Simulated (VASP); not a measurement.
# MoS2 (C2) in VASP: further runs, part 3 of 3

VASP 6.6.1. The steps go on from the part before.

## Step 6: Single point, PBE+D3(BJ) (strain +0.0250 x Voigt [0, 0, 0, 0, 1, 0])

INCAR reads:

```
ALGO = Normal
EDIFF = 1E-6
ENCUT = 520
GGA = PE
ISIF = 2
ISMEAR = 0
IVDW = 12
LASPH = True
LCHARG = False
LREAL = False
LWAVE = False
NBANDS = 20
NELM = 60
PREC = Accurate
SIGMA = 0.05
```

KPOINTS reads:

```
k-points
0
Gamma
  12 12 4
```

POSCAR reads:

```
MoS2
1.0
    3.1497239970      0.0000000000      0.0393715500
   -1.5748619985      2.7277409963     -0.0196857750
    0.0830942833      0.0000000000      6.6475426602
Mo S
1 2
Direct
    0.0000000000      0.0000000000      0.0000000000
    0.3333333333      0.6666666667      0.2356692374
    0.3333333333      0.6666666667      0.7643307626
```

Potentials or basis: VASP PAW PBE potentials, release 64 (Mo_sv, S).

Run with:

```
$ cat potpaw_PBE.64/Mo_sv/POTCAR potpaw_PBE.64/S/POTCAR > POTCAR
$ mpirun -np 1 vasp_std > vasp.out
```

OUTCAR:

```text
EDIFF = 1E-6
   ENCUT = 520
   GGA = PE
   ISIF = 2
   ISMEAR = 0
   IVDW = 12
   LASPH = True
   LREAL = False
   NELM = 60
   PREC = Accurate
 IVDW          = 12

 ion  position               nearest neighbor table
   1  0.000  0.000  0.000-   3 2.37   2 2.37   2 2.40   3 2.40   2 2.43   3 2.43
   2  0.333  0.667  0.236-   1 2.37   1 2.40   1 2.43
   3  0.333  0.667  0.764-   1 2.37   1 2.40   1 2.43

  LATTYP: Found a base centered monoclinic cell.
 ALAT       =     3.1499700596
 B/A-ratio  =     1.7319155069
 C/A-ratio  =     2.1105159266
 COS(beta)  =    -0.0249960944

  Lattice vectors:

 A1 = (  -1.5748619985,   2.7277409963,  -0.0196857750)
 A2 = (  -1.5748619985,  -2.7277409963,  -0.0196857750)
 A3 = (   0.0830942833,   0.0000000000,   6.6475426602)

Analysis of symmetry for initial positions (statically):
=====================================================================
 Subroutine PRICEL returns:
 Original cell was already a primitive cell.

 Routine SETGRP: Setting up the symmetry group for a
 base centered monoclinic supercell.

 Subroutine GETGRP returns: Found  2 space group operations
 (whereof  2 operations were pure point group operations)
 out of a pool of  4 trial point group operations.

The static configuration has the point symmetry C_2 .

Analysis of symmetry for dynamics (positions and initial velocities):
=====================================================================
 Subroutine PRICEL returns:
 Original cell was already a primitive cell.

 Routine SETGRP: Setting up the symmetry group for a
 base centered monoclinic supercell.

 Subroutine GETGRP returns: Found  2 space group operations
 (whereof  2 operations were pure point group operations)
 out of a pool of  4 trial point group operations.

The dynamic configuration has the point symmetry C_2 .

 Subroutine INISYM returns: Found  2 space group operations
 (whereof  2 operations are pure point group operations),
 and found     1 'primitive' translations

----------------------------------------------------------------------------------------

                                     Primitive cell

  volume of cell :      57.1043

  direct lattice vectors                    reciprocal lattice vectors
     3.149723997  0.000000000  0.039371550     0.317537751  0.183301861 -0.003969222
    -1.574861999  2.727740996 -0.019685775     0.000000000  0.366603721  0.000000000
     0.083094283  0.000000000  6.647542660    -0.001880688  0.000000000  0.150455037

  length of vectors
     3.149970060  3.149785514  6.648061979     0.366668174  0.366603721  0.150466790

  position of ions in fractional coordinates (direct lattice)
     0.000000000  0.000000000  0.000000000
     0.333333333  0.666666667  0.235669237
     0.333333333  0.666666667  0.764330763

  ion indices of the primitive-cell ions
   primitive index   ion index
                 1           1
                 2           2
                 3           3

----------------------------------------------------------------------------------------

 KPOINTS: k-points

Automatic generation of k-mesh.
 Grid dimensions read from file:
 generate k-points for:   12   12    4

 Generating k-lattice:

  Cartesian coordinates                     Fractional coordinates (reciprocal lattice)
     0.026461479  0.015275155 -0.000330768     0.083333333 -0.000000000  0.000000000
     0.000000000  0.030550310  0.000000000     0.000000000  0.083333333  0.000000000
    -0.000470172  0.000000000  0.037613759     0.000000000  0.000000000  0.250000000

  Length of vectors
     0.030555681  0.030550310  0.037616698

  Shift w.r.t. Gamma in fractional coordinates (k-lattice)
     0.000000000  0.000000000  0.000000000

 Subroutine IBZKPT returns following result:
 ===========================================

 Found    164 irreducible k-points:

 Following reciprocal coordinates:
            Coordinates               Weight
  0.000000  0.000000  0.000000      1.000000
  0.083333 -0.000000  0.000000      4.000000
  0.166667 -0.000000  0.000000      4.000000
  0.250000 -0.000000 -0.000000      4.000000
  0.333333  0.000000  0.000000      4.000000
  0.416667 -0.000000 -0.000000      4.000000
[... 16 lines left out ...]
  0.333333  0.166667  0.000000      4.000000
  0.416667  0.166667 -0.000000      4.000000
 [... further k-points ...]
   k-points           NKPTS =    164   k-points in BZ     NKDIM =    164   number of bands    NBANDS=     20
   number of dos      NEDOS =    301   number of ions     NIONS =      3
   total plane-waves  NPLWV =  28800
   dimension x,y,z NGX =    24 NGY =   24 NGZ =   50
   dimension x,y,z NGXF=    48 NGYF=   48 NGZF=  100
   ions per type =               1   2
   NGX,Y,Z   is equivalent  to a cutoff of  12.67, 12.67, 12.50 a.u.
   NGXF,Y,Z  is equivalent  to a cutoff of  25.33, 25.33, 25.01 a.u.
 SYSTEM =  unknown system
   PREC   = accura    normal or accurate (medium, high low for compatibility)
   ISTART =      0    job   : 0-new  1-cont  2-samecut
   ICHARG =      2    charge: 1-file 2-atom 10-const
   ISPIN  =      1    spin polarized calculation?
   LNONCOLLINEAR =      F non collinear calculations
   LSORBIT =      F    spin-orbit coupling
   LASPH  =      T    aspherical Exc in radial PAW
   ENCUT  =  520.0 eV  38.22 Ry    6.18 a.u.   5.86  5.86 12.36*2*pi/ulx,y,z
   NELM   =     60;   NELMIN=  2; NELMDL= -5     # of ELM steps
   EDIFF  = 0.1E-05   stopping-criterion for ELM
   LREAL  =      F    real-space projection
   EDIFFG = 0.1E-04   stopping-criterion for IOM
   NSW    =      0    number of steps for IOM
   IBRION =     -1    ionic relax: 0-MD 1-quasi-New 2-CG
   NFREE  =      0    steps in history (QN), initial steepest desc. (CG)
   ISIF   =      2    stress and relaxation
   ISYM   =      2    0-nonsym 1-usesym 2-fastsym
   POTIM  = 0.5000    time-step for ionic-motion
   TEBEG  =    0.0;   TEEND  =   0.0 temperature during run
   PSTRESS=    0.0 pullay stress
   NELECT =      26.0000    total number of electrons
   NUPDOWN=      -1.0000    fix difference up-down
   EMIN   =  10.00;   EMAX   =-10.00  energy-range for DOS
   EFERMI =   0.00;   METHOD = LEGACY
   ISMEAR =     0;   SIGMA  =   0.05  broadening in eV -4-tet -1-fermi 0-gaus
   EFERMI_NEDOS =   21; number of points for ismear=-14 and -15
   IALGO  =     38    algorithm
   IMIX   =      4    mixing-type and parameters
     AMIX     =   0.40;   BMIX     =  1.00
     AMIX_MAG =   1.60;   BMIX_MAG =  1.00
  volume/ion in A,a.u.               =      19.03       128.45
  Fermi-wavevector in a.u.,A,eV,Ry     =   1.259437  2.379990 21.581297  1.586181
  Thomas-Fermi vector in A             =   2.392996
   LORBIT       =      0    0 simple, 1 ext, 2 COOP (PROOUT), +10 PAW based schemes
   GGA     = PE    functional components
   LHFCALC =     F    Hartree Fock is set to
   AEXX    =    0.0000 exact exchange contribution
   IVDW    =    12    specifies the selected vdW correction
   LEPSILON=     F    determine dielectric tensor
   LRPA    =     F    only Hartree local field effects (RPA)
 non-spin polarized calculation
 Gauss-broadening in eV      SIGMA  =   0.05
  energy-cutoff  :      520.00
  volume of cell :       57.10
 maximum number of plane-waves:      1557
   NGX = 11   NGY = 11   NGZ = 25

 number of electron      26.0000000 magnetization

 Free energy of the ion-electron system (eV)
  ---------------------------------------------------
  ext. energy  EPLUGINS =         0.00000000
  ---------------------------------------------------
  free energy    TOTEN  =       -21.78372929 eV

  energy without entropy =      -21.78372929  energy(sigma->0) =      -21.78372929

 E-fermi :   6.7851     XC(G=0): -10.3017

 val. band max:        6.4851595494   @ k =  -0.0000   0.0000   0.5000
 cond. band min:       7.6963985335   @ k =  -0.3333   0.1667  -0.0000
 fundamental gap:      1.2112389840
 Fermi energy:         6.7850840009

 k-point     1 :       0.0000    0.0000    0.0000
  band No.  band energies     occupation
      1     -54.7711      2.00000
      2     -28.9380      2.00000
      3     -28.6913      2.00000
      4     -28.6908      2.00000
      5      -8.1926      2.00000
      6      -6.7334      2.00000
[... 12 lines left out ...]
     19      14.1906      0.00000
[... 513 lines left out ...]
      4     -28.8479      2.00000
      5      -6.0832      2.00000
      6      -5.8974      2.00000
[... 12 lines left out ...]
     19      14.7312      0.00000
     20      15.2077      0.00000

 [... further k-points ...]

------------------------ aborting loop because EDIFF is reached ----------------------------------------

 Edisp (eV)   -1.19281

 E8    (eV) :    -0.4818

  FORCE on cell =-STRESS in cart. coord.  units (eV):
  Direction    XX          YY          ZZ          XY          YZ          ZX
  --------------------------------------------------------------------------------------
  -------------------------------------------------------------------------------------
  Total       0.00211    -0.02139    -0.01551     0.00000     0.00000    -1.11557
  in kB       0.05918    -0.60012    -0.43518     0.00000     0.00000   -31.29966
  external pressure =       -0.33 kB  Pullay stress =        0.00 kB

 VOLUME and BASIS-vectors are now :
 -----------------------------------------------------------------------------
  energy-cutoff  :      520.00
  volume of cell :       57.10
      direct lattice vectors                 reciprocal lattice vectors
     3.149723997  0.000000000  0.039371550     0.317537751  0.183301861 -0.003969222
    -1.574861999  2.727740996 -0.019685775     0.000000000  0.366603721  0.000000000
     0.083094283  0.000000000  6.647542660    -0.001880688  0.000000000  0.150455037

 POSITION                                       TOTAL-FORCE (eV/Angst)
 -----------------------------------------------------------------------------------
      0.00000      0.00000      0.00000        -0.000000      0.022363     -0.000000
      0.01958      1.81849      1.56662        -0.370913     -0.011182      0.009163
      0.06351      1.81849      5.08092         0.370913     -0.011182     -0.009163
 -----------------------------------------------------------------------------------
    total drift:                                0.000000      0.000018      0.000000

  FREE ENERGIE OF THE ION-ELECTRON SYSTEM (eV)
  ---------------------------------------------------
  free  energy   TOTEN  =       -22.9765377612 eV

  energy  without entropy=      -22.9765377612  energy(sigma->0) =      -22.97653776
```

It took 99 s on 1 thread of Intel Xeon Platinum 8375C at 2.90GHz (Ice Lake), shared host; peak memory 0.31 GiB.

Results:

```
Free energy                : -22.9765 eV
Pressure                   : 0.0 GPa
Largest force              : 0.371 eV/Å
Band gap on the k mesh     : 1.21 eV (least direct gap 1.76 eV)
Dispersion energy per atom : -0.398 eV
```

Forces in eV/Å, atoms in the order of the input:
```
Mo   0.000  0.022  0.000
S   -0.371 -0.011  0.009
S    0.371 -0.011 -0.009
```

Stress tensor (GPa, compression positive):
```
 0.01  0.00 -3.13
 0.00 -0.06  0.00
-3.13  0.00 -0.04
```

Levels at points of the mesh, in eV from the valence-band top:
| k point | band 9 | band 10 | band 11 | band 12 | band 13 | band 14 | band 15 | band 16 | band 17 | band 18 |
| --- | --- | --- | --- | --- | --- | --- | --- | --- | --- | --- |
| (0.00, 0.00, 0.00) | -3.01 | -1.88 | -1.87 | -1.49 | -0.92 | 2.41 | 2.42 | 2.63 | 2.63 | 5.81 |
| (0.50, 0.00, 0.00) | -4.78 | -3.59 | -2.00 | -1.37 | -1.28 | 1.93 | 2.33 | 3.84 | 4.05 | 5.19 |
| (0.00, 0.50, 0.00) | -4.79 | -3.58 | -1.99 | -1.37 | -1.29 | 1.93 | 2.32 | 3.84 | 4.04 | 5.19 |
| (0.00, 0.00, 0.50) | -3.01 | -2.91 | -1.89 | -1.89 | 0.00 | 2.36 | 2.36 | 2.71 | 2.72 | 6.05 |
| (0.50, 0.00, 0.50) | -4.39 | -3.61 | -2.83 | -1.30 | -0.86 | 1.94 | 2.52 | 3.18 | 3.86 | 6.57 |
| (0.00, 0.50, 0.50) | -4.39 | -3.60 | -2.83 | -1.30 | -0.87 | 1.94 | 2.52 | 3.18 | 3.85 | 6.57 |

Caveat: the cell differs from its parent crystal (strain +0.0250 x Voigt [0, 0, 0, 0, 1, 0]). A k mesh can miss the band edges.

## Step 7: The runs side by side

| cell | gap on the mesh (eV) | pressure (GPa) | largest force (eV/Å) |
| --- | --- | --- | --- |
| a = 3.150, b = 3.150, c = 6.648 Å, angles 90.9, 88.3, 120.0°, 3 atoms | 1.21 | 0.0 | 0.45 |
| a = 3.150, b = 3.150, c = 6.648 Å, angles 89.4, 91.1, 120.0°, 3 atoms | 1.21 | -0.1 | 0.30 |
| a = 3.150, b = 3.150, c = 6.648 Å, angles 90.3, 89.4, 120.0°, 3 atoms | 1.22 | -0.1 | 0.15 |
| a = 3.150, b = 3.150, c = 6.649 Å, angles 91.0, 88.0, 120.0°, 3 atoms | 1.21 | 0.1 | 0.52 |
| a = 3.150, b = 3.150, c = 6.648 Å, angles 90.7, 88.6, 120.0°, 3 atoms | 1.21 | 0.0 | 0.37 |

Alike in all rows: task single point; level PBE+D3(BJ); potentials or basis VASP PAW PBE potentials, release 64 (Mo_sv, S); no spin polarisation; k mesh 12 × 12 × 4; cutoff (eV) 520; smearing gaussian 0.05 eV.

Total energies depend on the potentials used, so only differences within one code and one set of settings carry meaning.
